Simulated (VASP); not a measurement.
# Al (P6_3/mmc) in VASP: a series of runs

Al is run at these levels: PBEsol+D3(BJ); tasks: single point.

All numbers are computed with VASP 6.6.1; they aren't measurements. Logs are shortened: lines on timing, memory, paths and dates and some standing lists are left out, and cuts for length are marked.

**1. The cell of the first run**

It takes space group P6_3/mmc (No. 194, hexagonal). The conventional cell has a = 2.742 Å, b = 2.742 Å, c = 4.867 Å, α = 90.00°, β = 90.00°, γ = 120.00°. Al (site symmetry -6m2) has 12 Al at 2.74 to 2.90 Å within 3.6 Å.

**2. Single point, PBEsol+D3(BJ) (strain -0.025 along x and y, +0.000 along z)**

The input, INCAR:

```
SYSTEM = Al
PREC     = Accurate       ! precision mode
ENCUT    = 520            ! plane-wave cutoff, eV
EDIFF    = 1E-6           ! SCF threshold, eV
ISMEAR   = 0              ! smearing method
SIGMA    = 0.15           ! smearing width, eV
LREAL    = .False.        ! projectors in reciprocal space
LASPH    = .True.         ! aspherical terms in the spheres
NELM     = 60             ! most SCF steps
ALGO     = Normal         ! electronic algorithm
ISIF     = 2              ! what is computed and relaxed
LWAVE    = .False.        ! write WAVECAR
LCHARG   = .True.         ! write CHGCAR
GGA      = PS             ! functional
IVDW     = 12             ! dispersion correction
LELF     = .True.         ! ELF
LVHAR    = .True.       
NBANDS   = 10             ! bands
```

The input, KPOINTS:

```
regular mesh
0
Gamma
  18 18 10
  0 0 0
```

The input, POSCAR:

```
Al
1.0
    2.7421439677      0.0000000000      0.0000000000
   -1.3710719838      2.3747663369      0.0000000000
    0.0000000000      0.0000000000      4.8668500000
Al
2
Direct
    0.6666666667      0.3333333333      0.7500000000
    0.3333333333      0.6666666667      0.2500000000
```

Potentials or basis: VASP PAW PBE potentials, release 64 (Al).

The run is started by

```
cat potpaw_PBE.64/Al/POTCAR > POTCAR
mpirun -np 1 vasp_std > vasp.out
```

OUTCAR:

```text
SYSTEM = Al
   PREC = Accurate
   ENCUT = 520
   EDIFF = 1E-6
   ISMEAR = 0
   LREAL = .False.
   LASPH = .True.
   NELM = 60
   ISIF = 2
   GGA = PS
   IVDW = 12
 IVDW          = 12

 ion  position               nearest neighbor table
   1  0.667  0.333  0.750-   2 2.90   2 2.90   2 2.90   2 2.90   2 2.90   2 2.90
   2  0.333  0.667  0.250-   1 2.90   1 2.90   1 2.90   1 2.90   1 2.90   1 2.90

  LATTYP: Found a hexagonal cell.
 ALAT       =     2.7421439677
 C/A-ratio  =     1.7748338735

  Lattice vectors:

 A1 = (   2.7421439677,   0.0000000000,   0.0000000000)
 A2 = (  -1.3710719838,   2.3747663369,   0.0000000000)
 A3 = (   0.0000000000,   0.0000000000,   4.8668500000)

Analysis of symmetry for initial positions (statically):
=====================================================================
 Subroutine PRICEL returns:
 Original cell was already a primitive cell.

 Routine SETGRP: Setting up the symmetry group for a
 hexagonal supercell.

 Subroutine GETGRP returns: Found 24 space group operations
 (whereof 12 operations were pure point group operations)
 out of a pool of 24 trial point group operations.

The static configuration has the point symmetry D_3d.
 The point group associated with its full space group is D_6h.

Analysis of symmetry for dynamics (positions and initial velocities):
=====================================================================
 Subroutine PRICEL returns:
 Original cell was already a primitive cell.

 Routine SETGRP: Setting up the symmetry group for a
 hexagonal supercell.

 Subroutine GETGRP returns: Found 24 space group operations
 (whereof 12 operations were pure point group operations)
 out of a pool of 24 trial point group operations.

The dynamic configuration has the point symmetry D_3d.
 The point group associated with its full space group is D_6h.

 Subroutine INISYM returns: Found 24 space group operations
 (whereof 12 operations are pure point group operations),
 and found     1 'primitive' translations

----------------------------------------------------------------------------------------

                                     Primitive cell

  volume of cell :      31.6927

  direct lattice vectors                    reciprocal lattice vectors
     2.742143968  0.000000000  0.000000000     0.364678154  0.210547030  0.000000000
    -1.371071984  2.374766337  0.000000000     0.000000000  0.421094061  0.000000000
     0.000000000  0.000000000  4.866850000     0.000000000  0.000000000  0.205471712

  length of vectors
     2.742143968  2.742143968  4.866850000     0.421094061  0.421094061  0.205471712

  position of ions in fractional coordinates (direct lattice)
     0.666666667  0.333333333  0.750000000
     0.333333333  0.666666667  0.250000000

  ion indices of the primitive-cell ions
   primitive index   ion index
                 1           1
                 2           2

----------------------------------------------------------------------------------------

 KPOINTS: regular mesh

Automatic generation of k-mesh.
 Grid dimensions read from file:
 generate k-points for:   18   18   10

 Generating k-lattice:

  Cartesian coordinates                     Fractional coordinates (reciprocal lattice)
     0.020259897  0.011697057  0.000000000     0.055555556  0.000000000  0.000000000
     0.000000000  0.023394114  0.000000000     0.000000000  0.055555556  0.000000000
     0.000000000  0.000000000  0.020547171     0.000000000  0.000000000  0.100000000

  Length of vectors
     0.023394114  0.023394114  0.020547171

  Shift w.r.t. Gamma in fractional coordinates (k-lattice)
     0.000000000  0.000000000  0.000000000

 Subroutine IBZKPT returns following result:
 ===========================================

 Found    222 irreducible k-points:

 Following reciprocal coordinates:
            Coordinates               Weight
  0.000000  0.000000  0.000000      1.000000
  0.055556 -0.000000  0.000000      6.000000
  0.111111 -0.000000  0.000000      6.000000
  0.166667 -0.000000  0.000000      6.000000
  0.222222 -0.000000  0.000000      6.000000
  0.277778 -0.000000  0.000000      6.000000
[... 16 lines left out ...]
  0.333333  0.111111  0.000000     12.000000
  0.388889  0.111111  0.000000     12.000000
 [... further k-points ...]
   k-points           NKPTS =    222   k-points in BZ     NKDIM =    222   number of bands    NBANDS=     10
   number of dos      NEDOS =    301   number of ions     NIONS =      2
   total plane-waves  NPLWV =  14400
   dimension x,y,z NGX =    20 NGY =   20 NGZ =   36
   dimension x,y,z NGXF=    40 NGYF=   40 NGZF=   72
   ions per type =               2
   NGX,Y,Z   is equivalent  to a cutoff of  12.13, 12.13, 12.30 a.u.
   NGXF,Y,Z  is equivalent  to a cutoff of  24.25, 24.25, 24.59 a.u.
 SYSTEM =  Al
   PREC   = accura    normal or accurate (medium, high low for compatibility)
   ISTART =      0    job   : 0-new  1-cont  2-samecut
   ICHARG =      2    charge: 1-file 2-atom 10-const
   ISPIN  =      1    spin polarized calculation?
   LNONCOLLINEAR =      F non collinear calculations
   LSORBIT =      F    spin-orbit coupling
   LASPH  =      T    aspherical Exc in radial PAW
   ENCUT  =  520.0 eV  38.22 Ry    6.18 a.u.   5.10  5.10  9.05*2*pi/ulx,y,z
   NELM   =     60;   NELMIN=  2; NELMDL= -5     # of ELM steps
   EDIFF  = 0.1E-05   stopping-criterion for ELM
   LREAL  =      F    real-space projection
   EDIFFG = 0.1E-04   stopping-criterion for IOM
   NSW    =      0    number of steps for IOM
   IBRION =     -1    ionic relax: 0-MD 1-quasi-New 2-CG
   NFREE  =      0    steps in history (QN), initial steepest desc. (CG)
   ISIF   =      2    stress and relaxation
   ISYM   =      2    0-nonsym 1-usesym 2-fastsym
   POTIM  = 0.5000    time-step for ionic-motion
   TEBEG  =    0.0;   TEEND  =   0.0 temperature during run
   PSTRESS=    0.0 pullay stress
   NELECT =       6.0000    total number of electrons
   NUPDOWN=      -1.0000    fix difference up-down
   EMIN   =  10.00;   EMAX   =-10.00  energy-range for DOS
   EFERMI =   0.00;   METHOD = LEGACY
   ISMEAR =     0;   SIGMA  =   0.15  broadening in eV -4-tet -1-fermi 0-gaus
   EFERMI_NEDOS =   21; number of points for ismear=-14 and -15
   IALGO  =     38    algorithm
   IMIX   =      4    mixing-type and parameters
     AMIX     =   0.40;   BMIX     =  1.00
     AMIX_MAG =   1.60;   BMIX_MAG =  1.00
  volume/ion in A,a.u.               =      15.85       106.94
  Fermi-wavevector in a.u.,A,eV,Ry     =   0.940024  1.776388 12.022718  0.883645
  Thomas-Fermi vector in A             =   2.067394
   LORBIT       =      0    0 simple, 1 ext, 2 COOP (PROOUT), +10 PAW based schemes
   GGA     = PS    functional components
   LHFCALC =     F    Hartree Fock is set to
   AEXX    =    0.0000 exact exchange contribution
   IVDW    =    12    specifies the selected vdW correction
   LEPSILON=     F    determine dielectric tensor
   LRPA    =     F    only Hartree local field effects (RPA)
 non-spin polarized calculation
 Gauss-broadening in eV      SIGMA  =   0.15
  energy-cutoff  :      520.00
  volume of cell :       31.69
 maximum number of plane-waves:       870
   NGX = 11   NGY = 11   NGZ = 19

 number of electron       6.0000000 magnetization

 Free energy of the ion-electron system (eV)
  ---------------------------------------------------
  ext. energy  EPLUGINS =         0.00000000
  ---------------------------------------------------
  free energy    TOTEN  =        -8.08952605 eV

  energy without entropy =       -8.08108491  energy(sigma->0) =       -8.08530548

 E-fermi :   8.3460     XC(G=0): -10.4026

 val. band max:        8.3292849785   @ k =   0.4444   0.1111   0.1000
 cond. band min:       8.3602673334   @ k =   0.3333   0.2222   0.3000
 fundamental gap:      0.0309823550
 Fermi energy:         8.3459943023

 k-point     1 :       0.0000    0.0000    0.0000
  band No.  band energies     occupation
      1      -3.0428      2.00000
      2       2.9273      2.00000
      3       3.2075      2.00000
      4      19.2456      0.00000
      5      20.4723      0.00000
      6      20.6414      0.00000
      7      20.6414      0.00000
      8      20.6697      0.00000
      9      20.6697      0.00000
     10      23.9683      0.00000

 k-point     2 :       0.0556   -0.0000    0.0000
  band No.  band energies     occupation
      1      -2.9619      2.00000
      2       3.0065      2.00000
      3       3.2830      2.00000
      4      18.5588      0.00000
      5      19.5095      0.00000
      6      19.5157      0.00000
      7      20.5300      0.00000
      8      21.0029      0.00000
      9      21.8917      0.00000
     10      23.7649      0.00000

 k-point     3 :       0.1111   -0.0000    0.0000
  band No.  band energies     occupation
      1      -2.7193      2.00000
      2       3.2431      2.00000
      3       3.5094      2.00000
      4      16.4708      0.00000
      5      18.5043      0.00000
      6      19.1664      0.00000
      7      20.2720      0.00000
      8      20.6834      0.00000
      9      22.4472      0.00000
     10      22.4824      0.00000

 k-point     4 :       0.1667   -0.0000    0.0000
  band No.  band energies     occupation
      1      -2.3161      2.00000
      2       3.6344      2.00000
      3       3.8868      2.00000
      4      14.2898      0.00000
      5      17.6271      0.00000
      6      18.3487      0.00000
      7      19.3751      0.00000
      8      20.0728      0.00000
      9      21.1723      0.00000
     10      21.7087      0.00000
[... 222 lines left out ...]
 k-point    22 :       0.2778    0.1111    0.0000
  band No.  band energies     occupation
      1       0.0763      2.00000
      2       5.8323      2.00000
      3       6.1511      2.00000
      4       8.6292      0.00758
      5      12.3229      0.00000
      6      14.3488      0.00000
      7      14.5213      0.00000
      8      18.1069      0.00000
      9      18.5563      0.00000
     10      20.5328      0.00000

 k-point    23 :       0.3333    0.1111    0.0000
  band No.  band energies     occupation
      1       1.0983      2.00000
      2       6.1735      2.00000
      3       7.1288      2.00000
      4       7.5163      2.00000
      5      11.5881      0.00000
      6      12.6308      0.00000
      7      13.3110      0.00000
      8      17.8048      0.00000
      9      18.1588      0.00000
     10      20.2646      0.00000

 k-point    24 :       0.3889    0.1111    0.0000
  band No.  band energies     occupation
      1       2.2652      2.00000
      2       4.9714      2.00000
      3       8.1897      1.85943
      4       8.2427      1.67007
      5      10.5740      0.00000
      6      11.0688      0.00000
      7      12.6665      0.00000
      8      17.6194      0.00000
      9      17.9221      0.00000
     10      20.0899      0.00000

 [... further k-points ...]

------------------------ aborting loop because EDIFF is reached ----------------------------------------

 Edisp (eV)   -0.66142

 E8    (eV) :    -0.4454

  FORCE on cell =-STRESS in cart. coord.  units (eV):
  Direction    XX          YY          ZZ          XY          YZ          ZX
  --------------------------------------------------------------------------------------
  -------------------------------------------------------------------------------------
  Total       0.35178     0.35178    -0.81671     0.00000     0.00000     0.00000
  in kB      17.78396    17.78396   -41.28746     0.00000     0.00000     0.00000
  external pressure =       -1.91 kB  Pullay stress =        0.00 kB

 VOLUME and BASIS-vectors are now :
 -----------------------------------------------------------------------------
  energy-cutoff  :      520.00
  volume of cell :       31.69
      direct lattice vectors                 reciprocal lattice vectors
     2.742143968  0.000000000  0.000000000     0.364678154  0.210547030  0.000000000
    -1.371071984  2.374766337  0.000000000     0.000000000  0.421094061  0.000000000
     0.000000000  0.000000000  4.866850000     0.000000000  0.000000000  0.205471712

 POSITION                                       TOTAL-FORCE (eV/Angst)
 -----------------------------------------------------------------------------------
      1.37107      0.79159      3.65014        -0.000000     -0.000000      0.000000
     -0.00000      1.58318      1.21671         0.000000      0.000000      0.000000
 -----------------------------------------------------------------------------------
    total drift:                                0.000000     -0.000000     -0.000000

  FREE ENERGIE OF THE ION-ELECTRON SYSTEM (eV)
  ---------------------------------------------------
  free  energy   TOTEN  =        -8.7509455533 eV

  energy  without entropy=       -8.7425044126  energy(sigma->0) =       -8.74672498
```

Run time: 31 s. Hardware: 1 thread of Intel Xeon 6975P-C, shared host; peak memory 0.19 GiB.

What came out:

* Free energy: -8.7509 eV
* Pressure: -0.2 GPa
* Band gap on the k mesh: zero (band 3 reaches 11.91 eV, above the bottom of band 4 at 5.31 eV)
* Dispersion energy per atom: -0.331 eV

Caveat: the cell differs from its parent crystal (strain -0.025 along x and y, +0.000 along z); the PAW data sets were made with another functional, which shifts forces and pressure a little; pairwise dispersion overbinds metals, which lowers pressure and volume.

(Continued in part 2 of 3.)
